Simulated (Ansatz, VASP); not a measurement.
# CdS: VASP beside Ansatz

Contents of INCAR:

```
SYSTEM = CdS
PREC = Accurate ; ENCUT = 520
EDIFF = 1E-6 ; ISMEAR = 0
SIGMA = 0.1 ; LREAL = .FALSE.
LASPH = .TRUE. ; NELM = 80
ALGO = Normal ; ISIF = 2
LWAVE = .FALSE. ; LCHARG = .FALSE.
GGA = PE ; NBANDS = 16
```

The input KPOINTS:

```
Automatic mesh
0
G
  4 4 4
  0 0 0
```

File POSCAR:

```
CdS
1.0
    0.0000000000      2.7532440000      2.7532440000
    2.7532440000      0.0000000000      2.7532440000
    2.7532440000      2.7532440000      0.0000000000
Cd S
1 1
Direct
    0.0000000000      0.0000000000      0.0000000000
    0.5000000000      0.5000000000      0.5000000000
```

Input for Ansatz:

```yaml
crystal:
  lattice:
    - [0.0, 2.753244, 2.753244]
    - [2.753244, 0.0, 2.753244]
    - [2.753244, 2.753244, 0.0]
  atoms:
    - { symbol: Cd, position: [0.0, 0.0, 0.0] }
    - { symbol: S, position: [0.5, 0.5, 0.5] }
basis:
  ecutwfc: 420
kpoints:
  mp_grid: { grid: [4, 4, 4] }
hamiltonian:
  xc: pbe
scf:
  occupations: { method: gaussian, width: 0.1 }
output:
  forces: true
  stress: true
  eigenvalues: true
```

Alike in both runs: task single point; functional PBE; k mesh 4 × 4 × 4; occupations gaussian, width 0.1 eV; no spin polarisation.

```csv
,VASP,Ansatz
version,VASP 6.6.1,Ansatz 0.2.0
potentials or method,"VASP PAW PBE potentials, release 64 (Cd, S), cutoff 520 eV","scalar-relativistic, plane waves, PAW"
valence electrons in the cell,18,26
```

|  | VASP | Ansatz | Ansatz less VASP |
| --- | --- | --- | --- |
| gap on the k mesh at the Fermi level (eV) | 0.22 | 0.22 | +0.007 |
| least direct gap on the mesh (eV) | 1.51 | 1.53 | +0.024 |
| pressure (GPa) | 0.3 | -0.1 | -0.39 |

VASP's potentials hold 18 valence electrons a cell and Ansatz's 26, so a difference there can come from the potentials and not from the codes.

The k mesh is coarse, so the values compare programs but aren't converged.
